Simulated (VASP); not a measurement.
# Ca3MgF8 (Cmmm) in VASP: single point with r2SCAN

Aim: the single point of Ca3MgF8 with r2SCAN.

Everything below comes from runs of VASP 6.6.1. Logs are shortened: lines on timing, memory, paths and dates and some standing lists are left out, and cuts for length are marked.

## Step 1: The cell of the first run

Symmetry: Cmmm, No. 65, orthorhombic system. Conventional cell: a = 7.461 Å, b = 10.650 Å, c = 3.786 Å, α = 90.00°, β = 90.00°, γ = 90.00°. Mg (site symmetry mmm) has 8 F at 2.17 to 2.26 Å within 2.9 Å. F (site symmetry m2m) has 4 Ca at 2.29 to 2.32 Å and 6 F at 2.67 to 2.75 Å within 3.0 Å. Within 3.0 Å of F (site symmetry m2m) lie 2 Mg at 2.26 Å and 2 Ca at 2.35 Å and 6 F at 2.48 to 2.75 Å. Within 2.9 Å of F (site symmetry m) lie 1 Mg at 2.17 Å and 3 Ca at 2.34 to 2.36 Å and 6 F at 2.57 to 2.77 Å. Ca (site symmetry 2/m) has 8 F at 2.29 to 2.35 Å within 3.0 Å. Within 3.1 Å of Ca (site symmetry mmm) lie 8 F at 2.32 to 2.36 Å.

## Step 2: Single point, r2SCAN

The input, POSCAR:

```
Ca3MgF8
1.0
    3.7306512788     -5.3248449775      0.0000000000
    3.7306512788      5.3248449775      0.0000000000
    0.0000000000      0.0000000000      3.7863862769
Mg F Ca
1 8 3
Direct
    0.0000000000      0.0000000000      0.0000000000
    0.3747109094      0.6252890906      0.5000000000
    0.1163283658      0.8836716342      0.5000000000
    0.8855345894      0.6443482265      0.0000000000
    0.6443482265      0.8855345894      0.0000000000
    0.3556517735      0.1144654106      0.0000000000
    0.1144654106      0.3556517735      0.0000000000
    0.8836716342      0.1163283658      0.5000000000
    0.6252890906      0.3747109094      0.5000000000
    0.5000000000      0.0000000000      0.5000000000
    0.0000000000      0.5000000000      0.5000000000
    0.5000000000      0.5000000000      0.0000000000
```

The input, INCAR.step1:

```
SYSTEM = Ca3MgF8
ALGO = Normal
EDIFF = 1E-5
ENCUT = 660
GGA = PE
GGA_COMPAT = .FALSE.
ISMEAR = 0
LASPH = .TRUE.
LCHARG = .FALSE.
LREAL = .FALSE.
LWAVE = .TRUE.
NBANDS = 56
NELM = 120
PREC = Accurate
SIGMA = 0.01
```

The input, INCAR.step2:

```
SYSTEM = Ca3MgF8
ALGO = Normal
EDIFF = 1E-6
ENCUT = 660
GGA_COMPAT = .FALSE.
ISIF = 2
ISMEAR = 0
ISTART = 1
LASPH = .TRUE.
LCHARG = .TRUE.
LELF = .TRUE.
LMIXTAU = .TRUE.
LREAL = .FALSE.
LVHAR = .TRUE.
LWAVE = .FALSE.
METAGGA = R2SCAN
NBANDS = 56
NELM = 120
PREC = Accurate
SIGMA = 0.01
```

The input, KPOINTS:

```
k-points
0
G
  4 4 6
  0 0 0
```

Potentials or basis: VASP PAW PBE potentials, release 64 (Mg, F, Ca_sv).

Started as:

```bash
$ cat potpaw_PBE.64/Mg/POTCAR potpaw_PBE.64/F/POTCAR potpaw_PBE.64/Ca_sv/POTCAR > POTCAR
$ cp INCAR.step1 INCAR
$ mpirun -np 1 vasp_std > vasp.out
$ cp INCAR.step2 INCAR
$ mpirun -np 1 vasp_std > vasp.out
```

OUTCAR:

```text
SYSTEM = Ca3MgF8
   EDIFF = 1E-6
   ENCUT = 660
   ISIF = 2
   ISMEAR = 0
   ISTART = 1
   LASPH = .TRUE.
   LREAL = .FALSE.
   METAGGA = R2SCAN
   NELM = 120
   PREC = Accurate

 ion  position               nearest neighbor table
   1  0.000  0.000  0.000-   4 2.17   5 2.17   6 2.17   7 2.17   3 2.26   8 2.26   3 2.26   8 2.26

   2  0.375  0.625  0.500-  10 2.29  11 2.29  12 2.32  12 2.32
   3  0.116  0.884  0.500-   1 2.26   1 2.26  11 2.35  10 2.35
   4  0.886  0.644  0.000-   1 2.17  11 2.34  11 2.34  12 2.36
   5  0.644  0.886  0.000-   1 2.17  10 2.34  10 2.34  12 2.36
   6  0.356  0.114  0.000-   1 2.17  10 2.34  10 2.34  12 2.36
   7  0.114  0.356  0.000-   1 2.17  11 2.34  11 2.34  12 2.36
   8  0.884  0.116  0.500-   1 2.26   1 2.26  11 2.35  10 2.35
   9  0.625  0.375  0.500-  10 2.29  11 2.29  12 2.32  12 2.32
  10  0.500  0.000  0.500-   2 2.29   9 2.29   6 2.34   5 2.34   5 2.34   6 2.34   8 2.35   3 2.35

  11  0.000  0.500  0.500-   2 2.29   9 2.29   7 2.34   4 2.34   4 2.34   7 2.34   8 2.35   3 2.35

  12  0.500  0.500  0.000-   2 2.32   9 2.32   2 2.32   9 2.32   7 2.36   4 2.36   5 2.36   6 2.36

  LATTYP: Found a base centered orthorhombic cell.
 ALAT       =     7.4613025576
 B/A-ratio  =     1.4273231614
 C/A-ratio  =     0.5074698751

  Lattice vectors:

 A1 = (   3.7306512788,  -5.3248449775,   0.0000000000)
 A2 = (   3.7306512788,   5.3248449775,   0.0000000000)
 A3 = (   0.0000000000,   0.0000000000,   3.7863862769)

Analysis of symmetry for initial positions (statically):
=====================================================================
 Subroutine PRICEL returns:
 Original cell was already a primitive cell.

 Routine SETGRP: Setting up the symmetry group for a
 base centered orthorhombic supercell.

 Subroutine GETGRP returns: Found  8 space group operations
 (whereof  8 operations were pure point group operations)
 out of a pool of  8 trial point group operations.

The static configuration has the point symmetry D_2h.

Analysis of symmetry for dynamics (positions and initial velocities):
=====================================================================
 Subroutine PRICEL returns:
 Original cell was already a primitive cell.

 Routine SETGRP: Setting up the symmetry group for a
 base centered orthorhombic supercell.

 Subroutine GETGRP returns: Found  8 space group operations
 (whereof  8 operations were pure point group operations)
 out of a pool of  8 trial point group operations.

The dynamic configuration has the point symmetry D_2h.
[... 131 lines left out ...]
   NUPDOWN=      -1.0000    fix difference up-down
   EMIN   =  10.00;   EMAX   =-10.00  energy-range for DOS
   EFERMI =   0.00;   METHOD = LEGACY
   ISMEAR =     0;   SIGMA  =   0.01  broadening in eV -4-tet -1-fermi 0-gaus
   EFERMI_NEDOS =   21; number of points for ismear=-14 and -15
   IALGO  =     38    algorithm
   IMIX   =      4    mixing-type and parameters
     AMIX     =   0.40;   BMIX     =  1.00
     AMIX_MAG =   1.60;   BMIX_MAG =  1.00
  volume/ion in A,a.u.               =      12.54        84.60
  Fermi-wavevector in a.u.,A,eV,Ry     =   1.369158  2.587333 25.505392  1.874593
  Thomas-Fermi vector in A             =   2.495058
   LORBIT       =      0    0 simple, 1 ext, 2 COOP (PROOUT), +10 PAW based schemes
   METAGGA = R2SCAN    functional components
   LHFCALC =     F    Hartree Fock is set to
   AEXX    =    0.0000 exact exchange contribution
   IVDW    =     0    specifies the selected vdW correction
   LEPSILON=     F    determine dielectric tensor
   LRPA    =     F    only Hartree local field effects (RPA)
 non-spin polarized calculation
 Gauss-broadening in eV      SIGMA  =   0.01
  energy-cutoff  :      660.00
  volume of cell :      150.43
 maximum number of plane-waves:      5816
   NGX = 27   NGY = 27   NGZ = 15

 number of electron      88.0000050 magnetization

 Free energy of the ion-electron system (eV)
  ---------------------------------------------------
  ext. energy  EPLUGINS =         0.00000000
  ---------------------------------------------------
  free energy    TOTEN  =       -98.92029899 eV

  energy without entropy =      -98.92029899  energy(sigma->0) =      -98.92029899

 E-fermi :  -0.8996     XC(G=0): -10.4210

 val. band max:       -1.0372261339   @ k =   0.5000   0.5000   0.5000
 cond. band min:       6.4066693630   @ k =   0.0000   0.0000   0.0000
 fundamental gap:      7.4438954969
 Fermi energy:        -0.8995843153

 k-point     1 :       0.0000    0.0000    0.0000
  band No.  band energies     occupation
      1     -38.6179      2.00000
      2     -38.3595      2.00000
      3     -38.3437      2.00000
      4     -23.0299      2.00000
      5     -22.7417      2.00000
      6     -22.5024      2.00000
[... 1405 lines left out ...]
     55      10.0348      0.00000
     56      10.1298      0.00000

 [... further k-points ...]

------------------------ aborting loop because EDIFF is reached ----------------------------------------

  FORCE on cell =-STRESS in cart. coord.  units (eV):
  Direction    XX          YY          ZZ          XY          YZ          ZX
  --------------------------------------------------------------------------------------
  -------------------------------------------------------------------------------------
  Total        0.1270449      0.1456127      0.1288426      0.0000000      0.0000000      0.0000000
  in kB        1.3530730      1.5508273      1.3722196      0.0000000      0.0000000      0.0000000
  external PRESSURE =       1.4253733 kB  Pullay stress =       0.0000000 kB

 VOLUME and BASIS-vectors are now :
 -----------------------------------------------------------------------------
  energy-cutoff  :      660.00
  volume of cell :      150.43
      direct lattice vectors                 reciprocal lattice vectors
     3.730651279 -5.324844977  0.000000000     0.134024856 -0.093899447  0.000000000
     3.730651279  5.324844977  0.000000000     0.134024856  0.093899447  0.000000000
     0.000000000  0.000000000  3.786386277     0.000000000  0.000000000  0.264104063

 POSITION                                       TOTAL-FORCE (eV/Angst)
 -----------------------------------------------------------------------------------
      0.00000      0.00000      0.00000         0.000000      0.000000      0.000000
      3.73065      1.33429      1.89319         0.000000     -0.008369      0.000000
      3.73065      4.08598      1.89319         0.000000      0.062730     -0.000000
      5.70746     -1.28428      0.00000         0.052003      0.039351      0.000000
      5.70746      1.28428      0.00000         0.052003     -0.039351      0.000000
      1.75384     -1.28428      0.00000        -0.052003      0.039351     -0.000000
      1.75384      1.28428      0.00000        -0.052003     -0.039351      0.000000
      3.73065     -4.08598      1.89319         0.000000     -0.062730      0.000000
      3.73065     -1.33429      1.89319         0.000000      0.008369     -0.000000
      1.86533     -2.66242      1.89319         0.000000      0.000000      0.000000
      1.86533      2.66242      1.89319         0.000000      0.000000      0.000000
      3.73065      0.00000      0.00000         0.000000      0.000000      0.000000
 -----------------------------------------------------------------------------------
    total drift:                                0.000000      0.000000     -0.000000

  FREE ENERGIE OF THE ION-ELECTRON SYSTEM (eV)
  ---------------------------------------------------
  free  energy   TOTEN  =       -98.9202989934 eV

  energy  without entropy=      -98.9202989934  energy(sigma->0) =      -98.92029899
```

OUTCAR.step1:

```text
SYSTEM = Ca3MgF8
   EDIFF = 1E-5
   ENCUT = 660
   GGA = PE
   ISMEAR = 0
   LASPH = .TRUE.
   LREAL = .FALSE.
   NELM = 120
[... 1679 lines left out ...]
      1.86533     -2.66242      1.89319        -0.000000      0.000000     -0.000000
      1.86533      2.66242      1.89319        -0.000000      0.000000     -0.000000
      3.73065      0.00000      0.00000        -0.000000      0.000000     -0.000000
 -----------------------------------------------------------------------------------
    total drift:                                0.000000      0.000000     -0.000000

  FREE ENERGIE OF THE ION-ELECTRON SYSTEM (eV)
  ---------------------------------------------------
  free  energy   TOTEN  =       -66.9106740354 eV

  energy  without entropy=      -66.9106740354  energy(sigma->0) =      -66.91067404
```

It took 47 min on 1 thread of Intel Xeon 8259CL, shared host; peak memory 0.51 GiB.

What came out:

* Free energy: -98.9203 eV
* Pressure: 0.1 GPa
* Largest force: 0.065 eV/Å
* Band gap on the k mesh: 7.44 eV (least direct gap 7.46 eV)

Forces in eV/Å, atoms in the order of the input:
```
Mg   0.000  0.000  0.000
F    0.000 -0.008  0.000
F    0.000  0.063  0.000
F    0.052  0.039  0.000
F    0.052 -0.039  0.000
F   -0.052  0.039  0.000
F   -0.052 -0.039  0.000
F    0.000 -0.063  0.000
F    0.000  0.008  0.000
Ca   0.000  0.000  0.000
Ca   0.000  0.000  0.000
Ca   0.000  0.000  0.000
```

Levels at points of the mesh, in eV from the valence-band top:
```
           k point  band 42  band 43  band 44  band 45  band 46  band 47
(0.00, 0.00, 0.00)    -0.43    -0.32    -0.01     7.44     8.74     9.75
(0.50, 0.00, 0.00)    -0.45    -0.37    -0.24     8.68     8.79     9.31
(0.50, 0.50, 0.00)    -0.28    -0.27    -0.24     8.83     9.00     9.46
(0.00, 0.00, 0.50)    -0.17    -0.15    -0.11     8.75     9.24     9.28
(0.50, 0.00, 0.50)    -0.35    -0.23    -0.22     8.76     9.05     9.12
(0.50, 0.50, 0.50)    -0.33    -0.09     0.00     8.30     8.96    10.05
```

Caveat: the PAW data sets were made with another functional, which shifts forces and pressure a little. A k mesh can miss the band edges.
